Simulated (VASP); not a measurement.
# TaN in VASP: a series of runs, part 2 of 2

VASP 6.6.1. Earlier steps stand in the parts before.

**3. Single point, PBE**

This run uses another cell than the first one, of 11.03 Å³/atom, 1.020 times its volume.

Input file INCAR:

```
SYSTEM = TaN
PREC = Accurate ; ENCUT = 520
EDIFF = 1E-6 ; ISMEAR = -1
SIGMA = 0.05 ; LREAL = .False.
LASPH = .True. ; NELM = 100
ALGO = Normal ; ISIF = 2
LWAVE = .False. ; LCHARG = .True.
GGA = PE ; LELF = .True.
LVHAR = .True. ; NBANDS = 15
```

Input file KPOINTS:

```
Automatic mesh
0
Gamma
  10 10 10
  0 0 0
```

Input file POSCAR:

```
TaN
1.0
    0.0000000000      2.2259679500      2.2259679500
    2.2259679500      0.0000000000      2.2259679500
    2.2259679500      2.2259679500      0.0000000000
Ta N
1 1
Direct
    0.5000000000      0.5000000000      0.5000000000
    0.0000000000      0.0000000000      0.0000000000
```

Potentials or basis: VASP PAW PBE potentials, release 64 (Ta_pv, N).

Command:

```
> cat potpaw_PBE.64/Ta_pv/POTCAR potpaw_PBE.64/N/POTCAR > POTCAR
> mpirun -np 1 vasp_std > vasp.out
```

OUTCAR:

```text
SYSTEM = TaN
   PREC = Accurate
   ENCUT = 520
   EDIFF = 1E-6
   ISMEAR = -1
   LREAL = .False.
   LASPH = .True.
   NELM = 100
   ISIF = 2
   GGA = PE

 ion  position               nearest neighbor table
   1  0.500  0.500  0.500-   2 2.23   2 2.23   2 2.23   2 2.23   2 2.23   2 2.23
   2  0.000  0.000  0.000-   1 2.23   1 2.23   1 2.23   1 2.23   1 2.23   1 2.23

  LATTYP: Found a face centered cubic cell.
 ALAT       =     4.4519359000

  Lattice vectors:

 A1 = (   0.0000000000,   2.2259679500,   2.2259679500)
 A2 = (   2.2259679500,   0.0000000000,   2.2259679500)
 A3 = (   2.2259679500,   2.2259679500,   0.0000000000)

Analysis of symmetry for initial positions (statically):
=====================================================================
 Subroutine PRICEL returns:
 Original cell was already a primitive cell.

 Routine SETGRP: Setting up the symmetry group for a
 face centered cubic supercell.

 Subroutine GETGRP returns: Found 48 space group operations
 (whereof 48 operations were pure point group operations)
 out of a pool of 48 trial point group operations.

The static configuration has the point symmetry O_h .

[... 173 lines left out ...]
      6       5.4225      2.00000
      7       5.4225      2.00000
      8       7.1213      2.00000
      9       7.1213      2.00000
     10       7.1213      2.00000
     11       9.1822      0.76265
     12       9.1822      0.76264
     13      10.3462      0.00000
     14      18.5220      0.00000
[... 401 lines left out ...]
      2     -26.9387      2.00000
      3     -26.9165      2.00000
      4      -7.9256      2.00000
      5       1.3699      2.00000
      6       3.4231      2.00000
      7       4.0627      2.00000
      8       5.4130      2.00000
      9      11.1845      0.00000
     10      11.8879      0.00000
     11      11.9653      0.00000
     12      12.7053      0.00000
     13      17.1446      0.00000
     14      19.4025      0.00000
     15      21.4060      0.00000

 [... further k-points ...]

------------------------ aborting loop because EDIFF is reached ----------------------------------------

  FORCE on cell =-STRESS in cart. coord.  units (eV):
  Direction    XX          YY          ZZ          XY          YZ          ZX
  --------------------------------------------------------------------------------------
  -------------------------------------------------------------------------------------
  Total       -0.9318957     -0.9318957     -0.9318957      0.0000000      0.0000000      0.0000000
  in kB      -67.6848049    -67.6848049    -67.6848049      0.0000000      0.0000000      0.0000000
  external PRESSURE =     -67.6848049 kB  Pullay stress =       0.0000000 kB

 VOLUME and BASIS-vectors are now :
 -----------------------------------------------------------------------------
  energy-cutoff  :      520.00
  volume of cell :       22.06
      direct lattice vectors                 reciprocal lattice vectors
     0.000000000  2.225967950  2.225967950    -0.224621383  0.224621383  0.224621383
     2.225967950  0.000000000  2.225967950     0.224621383 -0.224621383  0.224621383
     2.225967950  2.225967950  0.000000000     0.224621383  0.224621383 -0.224621383

 POSITION                                       TOTAL-FORCE (eV/Angst)
 -----------------------------------------------------------------------------------
      2.22597      2.22597      2.22597         0.000000      0.000000     -0.000000
      0.00000      0.00000      0.00000        -0.000000     -0.000000      0.000000
 -----------------------------------------------------------------------------------
    total drift:                                0.000000     -0.000000     -0.000000

  FREE ENERGIE OF THE ION-ELECTRON SYSTEM (eV)
  ---------------------------------------------------
  free  energy   TOTEN  =       -21.8324217657 eV

  energy  without entropy=      -21.8262889327  energy(sigma->0) =      -21.82935535
```

OSZICAR:

```text
N       E                     dE             d eps       ncg     rms          rms(c)
DAV:   1     0.871797397533E+02    0.87180E+02   -0.86051E+03  1410   0.113E+03
DAV:   2    -0.221316959347E+02   -0.10931E+03   -0.10340E+03  1718   0.299E+02
DAV:   3    -0.248552933470E+02   -0.27236E+01   -0.27128E+01  1571   0.441E+01
DAV:   4    -0.248659947117E+02   -0.10701E-01   -0.10699E-01  1795   0.302E+00
DAV:   5    -0.248660689226E+02   -0.74211E-04   -0.74210E-04  1634   0.220E-01    0.224E+01
DAV:   6    -0.219469150628E+02    0.29192E+01   -0.56476E+00  1664   0.261E+01    0.914E+00
DAV:   7    -0.218689872491E+02    0.77928E-01   -0.51588E-01  1550   0.608E+00    0.645E+00
DAV:   8    -0.218386072114E+02    0.30380E-01   -0.15656E-01  1627   0.348E+00    0.161E+00
DAV:   9    -0.218324721820E+02    0.61350E-02   -0.16869E-02  1620   0.109E+00    0.311E-01
DAV:  10    -0.218324413156E+02    0.30866E-04   -0.11673E-03  1704   0.319E-01    0.557E-02
DAV:  11    -0.218324211546E+02    0.20161E-04   -0.31183E-05  1550   0.660E-02    0.139E-02
DAV:  12    -0.218324217657E+02   -0.61114E-06   -0.21614E-06  1612   0.149E-02
   1 F= -.21832422E+02 E0= -.21829355E+02  d E =-.613283E-02
```

stdout:

```text
POSCAR found type information on POSCAR TaN
 POSCAR found :  2 types and       2 ions
 scaLAPACK will be used
 LDA part: xc-table for (Slater+PW92), standard interpolation
 POSCAR, INCAR and KPOINTS ok, starting setup
 FFT: planning ... GRIDC
 FFT: planning ... GRID_SOFT
 FFT: planning ... GRID
 WAVECAR not read
 entering main loop
```

Run time: 8 s. Hardware: 1 thread of AMD EPYC 9R45 (Zen 5), shared host; peak memory 0.12 GiB.

Results:

```yaml
Free_energy: -21.8324 eV
Pressure: -6.8 GPa
Band_gap_on_the_k_mesh: zero (band 8 reaches 10.92 eV, above the bottom of band 9 at 7.12 eV)
```

Caveat: spin-orbit coupling is left out, which moves the levels of the heavy elements.
